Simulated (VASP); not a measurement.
# K4Sn (Im-3m) in VASP: single point with PBE

Aim: the single point of K4Sn with PBE.

Program: VASP 6.6.1. These are calculated values, not measurements. Logs are shortened: lines on timing, memory, paths and dates and some standing lists are left out, and cuts for length are marked.

### Step 1. The cell of the first run

Symmetry: Im-3m, No. 229, cubic system. Conventional cell: a = 8.471 Å, b = 8.471 Å, c = 8.471 Å, α = 90.00°, β = 90.00°, γ = 90.00°. Within 4.8 Å of K (site symmetry -3m) lie 2 Sn at 3.67 Å and 6 K at 4.24 Å. Within 4.8 Å of Sn (site symmetry m-3m) lie 8 K at 3.67 Å.

### Step 2. Single point, PBE

The input, POSCAR:

```
K4Sn
1.0
   -4.2353906192      4.2353906192      4.2353906192
    4.2353906192     -4.2353906192      4.2353906192
    4.2353906192      4.2353906192     -4.2353906192
K Sn
4 1
Direct
    0.5000000000      0.5000000000      0.5000000000
    0.5000000000      0.0000000000      0.0000000000
    0.0000000000      0.0000000000      0.5000000000
    0.0000000000      0.5000000000      0.0000000000
    0.0000000000      0.0000000000      0.0000000000
```

The input, INCAR.step1:

```
SYSTEM = K4Sn
PREC = Accurate ; ENCUT = 520
EDIFF = 1E-6 ; ISMEAR = 0
SIGMA = 0.1 ; LREAL = .FALSE.
LASPH = .TRUE. ; NELM = 80
ALGO = Fast ; ISIF = 2
LWAVE = .FALSE. ; LCHARG = .TRUE.
GGA = PE ; NBANDS = 33
```

The input, KPOINTS.step1:

```
regular mesh
0
G
  6 6 6
  0 0 0
```

The input, INCAR.step2:

```
SYSTEM = K4Sn
PREC = Accurate ; ENCUT = 520
EDIFF = 1E-6 ; ISMEAR = -5
SIGMA = 0.1 ; LREAL = .FALSE.
LASPH = .TRUE. ; NELM = 80
ALGO = Fast ; ISIF = 2
LWAVE = .FALSE. ; LCHARG = .FALSE.
GGA = PE ; LORBIT = 10
NEDOS = 1001 ; ICHARG = 11
```

The input, KPOINTS.step2:

```
regular mesh
0
G
  9 9 9
  0 0 0
```

Potentials or basis: VASP PAW PBE potentials, release 64 (K_sv, Sn_d).

Command:

```console
$ cat potpaw_PBE.64/K_sv/POTCAR potpaw_PBE.64/Sn_d/POTCAR > POTCAR
$ cp INCAR.step1 INCAR
$ cp KPOINTS.step1 KPOINTS
$ mpirun -np 1 vasp_std > vasp.out
$ cp INCAR.step2 INCAR
$ cp KPOINTS.step2 KPOINTS
$ mpirun -np 1 vasp_std > vasp.out
```

OUTCAR:

```text
SYSTEM = K4Sn
   PREC = Accurate
   ENCUT = 520
   EDIFF = 1E-6
   ISMEAR = -5
   LREAL = .FALSE.
   LASPH = .TRUE.
   NELM = 80
   ISIF = 2
   GGA = PE
   LORBIT = 10
   ICHARG = 11

 ion  position               nearest neighbor table
   1  0.500  0.500  0.500-   5 3.67   5 3.67
   2  0.500  0.000  0.000-   5 3.67   5 3.67
   3  0.000  0.000  0.500-   5 3.67   5 3.67
   4  0.000  0.500  0.000-   5 3.67   5 3.67
   5  0.000  0.000  0.000-   1 3.67   2 3.67   3 3.67   4 3.67   3 3.67   4 3.67   2 3.67   1 3.67

  LATTYP: Found a body centered cubic cell.
 ALAT       =     8.4707812384

  Lattice vectors:

 A1 = (  -4.2353906192,   4.2353906192,   4.2353906192)
 A2 = (   4.2353906192,  -4.2353906192,   4.2353906192)
 A3 = (   4.2353906192,   4.2353906192,  -4.2353906192)

Analysis of symmetry for initial positions (statically):
=====================================================================
 Subroutine PRICEL returns:
 Original cell was already a primitive cell.

 Routine SETGRP: Setting up the symmetry group for a
 body centered cubic supercell.

 Subroutine GETGRP returns: Found 48 space group operations
 (whereof 48 operations were pure point group operations)
 out of a pool of 48 trial point group operations.

The static configuration has the point symmetry O_h .

Analysis of symmetry for dynamics (positions and initial velocities):
=====================================================================
 Subroutine PRICEL returns:
 Original cell was already a primitive cell.

 Routine SETGRP: Setting up the symmetry group for a
 body centered cubic supercell.

 Subroutine GETGRP returns: Found 48 space group operations
 (whereof 48 operations were pure point group operations)
 out of a pool of 48 trial point group operations.

The dynamic configuration has the point symmetry O_h .

 Subroutine INISYM returns: Found 48 space group operations
 (whereof 48 operations are pure point group operations),
 and found     1 'primitive' translations

----------------------------------------------------------------------------------------

                                     Primitive cell

  volume of cell :     303.9068

  direct lattice vectors                    reciprocal lattice vectors
    -4.235390619  4.235390619  4.235390619     0.000000000  0.118052866  0.118052866
     4.235390619 -4.235390619  4.235390619     0.118052866  0.000000000  0.118052866
     4.235390619  4.235390619 -4.235390619     0.118052866  0.118052866  0.000000000

  length of vectors
     7.335911742  7.335911742  7.335911742     0.166951964  0.166951964  0.166951964

  position of ions in fractional coordinates (direct lattice)
     0.500000000  0.500000000  0.500000000
     0.500000000  0.000000000  0.000000000
     0.000000000  0.000000000  0.500000000
     0.000000000  0.500000000  0.000000000
     0.000000000  0.000000000  0.000000000

  ion indices of the primitive-cell ions
   primitive index   ion index
                 1           1
                 2           2
                 3           3
                 4           4
                 5           5

----------------------------------------------------------------------------------------

 KPOINTS: regular mesh

Automatic generation of k-mesh.
 Grid dimensions read from file:
 generate k-points for:    9    9    9

 Generating k-lattice:

  Cartesian coordinates                     Fractional coordinates (reciprocal lattice)
     0.000000000  0.013116985  0.013116985     0.111111111  0.000000000  0.000000000
     0.013116985  0.000000000  0.013116985     0.000000000  0.111111111  0.000000000
     0.013116985  0.013116985  0.000000000     0.000000000  0.000000000  0.111111111

  Length of vectors
     0.018550218  0.018550218  0.018550218

  Shift w.r.t. Gamma in fractional coordinates (k-lattice)
     0.000000000  0.000000000  0.000000000

 TETIRR: Found    774 inequivalent tetrahedra from     4374

 Subroutine IBZKPT returns following result:
 ===========================================

 Found     35 irreducible k-points:

 Following reciprocal coordinates:
            Coordinates               Weight
  0.000000  0.000000  0.000000      1.000000
  0.111111  0.000000  0.000000     12.000000
  0.222222  0.000000  0.000000     12.000000
  0.333333  0.000000  0.000000     12.000000
  0.444444  0.000000  0.000000     12.000000
  0.111111  0.111111  0.000000     24.000000
[... 16 lines left out ...]
 -0.333333  0.444444  0.111111     48.000000
 -0.444444 -0.444444  0.111111     24.000000
 [... further k-points ...]
   k-points           NKPTS =     35   k-points in BZ     NKDIM =     35   number of bands    NBANDS=     30
   number of dos      NEDOS =   1001   number of ions     NIONS =      5
   total plane-waves  NPLWV = 175616
   dimension x,y,z NGX =    56 NGY =   56 NGZ =   56
   dimension x,y,z NGXF=   112 NGYF=  112 NGZF=  112
   ions per type =               4   1
   NGX,Y,Z   is equivalent  to a cutoff of  12.69, 12.69, 12.69 a.u.
   NGXF,Y,Z  is equivalent  to a cutoff of  25.38, 25.38, 25.38 a.u.
 SYSTEM =  K4Sn
   PREC   = accura    normal or accurate (medium, high low for compatibility)
   ISTART =      0    job   : 0-new  1-cont  2-samecut
   ICHARG =     11    charge: 1-file 2-atom 10-const
   ISPIN  =      1    spin polarized calculation?
   LNONCOLLINEAR =      F non collinear calculations
   LSORBIT =      F    spin-orbit coupling
   LASPH  =      T    aspherical Exc in radial PAW
   ENCUT  =  520.0 eV  38.22 Ry    6.18 a.u.  13.64 13.64 13.64*2*pi/ulx,y,z
   NELM   =     80;   NELMIN=  2; NELMDL=  0     # of ELM steps
   EDIFF  = 0.1E-05   stopping-criterion for ELM
   LREAL  =      F    real-space projection
   EDIFFG = 0.1E-04   stopping-criterion for IOM
   NSW    =      0    number of steps for IOM
   IBRION =     -1    ionic relax: 0-MD 1-quasi-New 2-CG
   NFREE  =      0    steps in history (QN), initial steepest desc. (CG)
   ISIF   =      2    stress and relaxation
   ISYM   =      2    0-nonsym 1-usesym 2-fastsym
   POTIM  = 0.5000    time-step for ionic-motion
   TEBEG  =    0.0;   TEEND  =   0.0 temperature during run
   PSTRESS=    0.0 pullay stress
   NELECT =      50.0000    total number of electrons
   NUPDOWN=      -1.0000    fix difference up-down
   EMIN   =  10.00;   EMAX   =-10.00  energy-range for DOS
   EFERMI =   0.00;   METHOD = LEGACY
   ISMEAR =    -5;   SIGMA  =   0.10  broadening in eV -4-tet -1-fermi 0-gaus
   EFERMI_NEDOS =   21; number of points for ismear=-14 and -15
   IALGO  =     68    algorithm
   IMIX   =      4    mixing-type and parameters
     AMIX     =   0.40;   BMIX     =  1.00
     AMIX_MAG =   1.60;   BMIX_MAG =  1.00
  volume/ion in A,a.u.               =      60.78       410.17
  Fermi-wavevector in a.u.,A,eV,Ry     =   0.897053  1.695184 10.948660  0.804704
  Thomas-Fermi vector in A             =   2.019589
   LORBIT       =     10    0 simple, 1 ext, 2 COOP (PROOUT), +10 PAW based schemes
   GGA     = PE    functional components
   LHFCALC =     F    Hartree Fock is set to
   AEXX    =    0.0000 exact exchange contribution
   IVDW    =     0    specifies the selected vdW correction
   LEPSILON=     F    determine dielectric tensor
   LRPA    =     F    only Hartree local field effects (RPA)
 non-spin polarized calculation
 RMM-DIIS sequential band-by-band and
 Fermi weights with tetrahedron method with Bloechl corrections
  energy-cutoff  :      520.00
  volume of cell :      303.91
 maximum number of plane-waves:      8247

 number of electron      50.0000002 magnetization

 Free energy of the ion-electron system (eV)
  ---------------------------------------------------
  ext. energy  EPLUGINS =         0.00000000
  ---------------------------------------------------
  free energy    TOTEN  =        -8.22220502 eV

  energy without entropy =       -8.22220502  energy(sigma->0) =       -8.22220502

 E-fermi :   0.4339     XC(G=0):  -6.0826

 val. band max:        0.4338630631   @ k =   0.0000   0.0000   0.0000
 cond. band min:       0.4338635069   @ k =   0.0000   0.0000   0.0000
 fundamental gap:      0.0000004438
 Fermi energy:         0.4338785838

 k-point     1 :       0.0000    0.0000    0.0000
  band No.  band energies     occupation
      1     -31.3274      2.00000
      2     -31.3168      2.00000
      3     -31.3168      2.00000
      4     -31.3168      2.00000
      5     -20.0877      2.00000
      6     -20.0877      2.00000
[... 22 lines left out ...]
     29       2.8098      0.00000
     30       2.8550      0.00000

 k-point     2 :       0.1111    0.0000    0.0000
  band No.  band energies     occupation
      1     -31.3270      2.00000
      2     -31.3171      2.00000
      3     -31.3168      2.00000
      4     -31.3168      2.00000
      5     -20.0878      2.00000
      6     -20.0877      2.00000
[... 22 lines left out ...]
     29       2.5381      0.00000
     30       2.7164      0.00000

 k-point     3 :       0.2222    0.0000    0.0000
  band No.  band energies     occupation
      1     -31.3261      2.00000
      2     -31.3180      2.00000
      3     -31.3168      2.00000
      4     -31.3168      2.00000
      5     -20.0880      2.00000
      6     -20.0878      2.00000
[... 682 lines left out ...]
     29       2.2655      0.00000
     30       2.6819      0.00000

 k-point    24 :      -0.4444   -0.4444    0.1111
  band No.  band energies     occupation
      1     -31.3219      2.00000
      2     -31.3219      2.00000
      3     -31.3195      2.00000
      4     -31.3144      2.00000
      5     -20.0884      2.00000
      6     -20.0882      2.00000
[... 22 lines left out ...]
     29       2.2175      0.00000
     30       2.7213      0.00000

 [... further k-points ...]

------------------------ aborting loop because EDIFF is reached ----------------------------------------

  FORCE on cell =-STRESS in cart. coord.  units (eV):
  Direction    XX          YY          ZZ          XY          YZ          ZX
  --------------------------------------------------------------------------------------
  -------------------------------------------------------------------------------------
  Total        0.0258531      0.0258531      0.0258531     -0.0000000     -0.0000000      0.0000000
  in kB        0.1362957      0.1362957      0.1362957     -0.0000000     -0.0000000      0.0000000
  external PRESSURE =       0.1362957 kB  Pullay stress =       0.0000000 kB

 VOLUME and BASIS-vectors are now :
 -----------------------------------------------------------------------------
  energy-cutoff  :      520.00
  volume of cell :      303.91
      direct lattice vectors                 reciprocal lattice vectors
    -4.235390619  4.235390619  4.235390619     0.000000000  0.118052866  0.118052866
     4.235390619 -4.235390619  4.235390619     0.118052866  0.000000000  0.118052866
     4.235390619  4.235390619 -4.235390619     0.118052866  0.118052866  0.000000000

 POSITION                                       TOTAL-FORCE (eV/Angst)
 -----------------------------------------------------------------------------------
      2.11770      2.11770      2.11770        -0.000000     -0.000000      0.000000
     -2.11770      2.11770      2.11770         0.000000      0.000000      0.000000
      2.11770      2.11770     -2.11770         0.000000     -0.000000     -0.000000
      2.11770     -2.11770      2.11770         0.000000      0.000000      0.000000
      0.00000      0.00000      0.00000        -0.000000     -0.000000     -0.000000
 -----------------------------------------------------------------------------------
    total drift:                                0.000000      0.000000     -0.000000

  FREE ENERGIE OF THE ION-ELECTRON SYSTEM (eV)
  ---------------------------------------------------
  free  energy   TOTEN  =        -8.2222050178 eV

  energy  without entropy=       -8.2222050178  energy(sigma->0) =       -8.22220502

 total charge

# of ion       s       p       d       tot
------------------------------------------
    1        1.977   5.562   0.014   7.553
    2        1.977   5.562   0.014   7.553
    3        1.977   5.562   0.014   7.553
    4        1.977   5.562   0.014   7.553
    5        1.207   1.058   9.912  12.177
--------------------------------------------------
tot          9.116  23.305   9.967  42.388
```

Wall time 8.5 min (1 thread of Intel Xeon 6975P-C (Granite Rapids), shared host); peak memory 0.56 GiB.

What came out:

| Property | Result |
| --- | --- |
| Valence electrons inside the program's atomic spheres | K 7.55; Sn 12.18 |

Caveat: spin-orbit coupling is left out, which moves the levels of the heavy elements; tetrahedron occupations give inexact forces and stress in metals.
